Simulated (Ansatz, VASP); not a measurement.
## MgC: VASP beside Ansatz

```
Mg C
1.0
     2.79495    0.00000    0.00000
     0.00000    2.79495    0.00000
     0.00000    0.00000    2.81553
Mg C
1 1
Direct
  0.00000 0.00000 0.50000
  0.50000 0.50000 0.00000
```

Change from the starting cell: species swapped into the ZrRh type (Pmma, No. 51).

Alike in both runs: functional PBE; k mesh 20 × 20 × 18; occupations gaussian, width 0.1 eV; no spin polarisation.

Ansatz relaxed the structure, and its values are those at the end. VASP's run is a single point on that final structure, the one shown.

```csv
,VASP,Ansatz
version,VASP 6.6.1,Ansatz 0.2.0
potentials or method,"VASP PAW PBE potentials, release 64 (Mg, C), cutoff 520 eV","scalar-relativistic, plane waves, PAW"
valence electrons in the cell,6,14
```

VASP gave:

* gap on the k mesh at the Fermi level (eV): none
* pressure (GPa): -0.3

Problem. What did Ansatz give for the same quantities?

Solution. gap on the k mesh at the Fermi level (eV): none; pressure (GPa): 0.0.

A gap of «none» marks a metal or a gap that the smearing closes. VASP's potentials hold 6 valence electrons a cell and Ansatz's 14, so a difference there can come from the potentials and not from the codes.
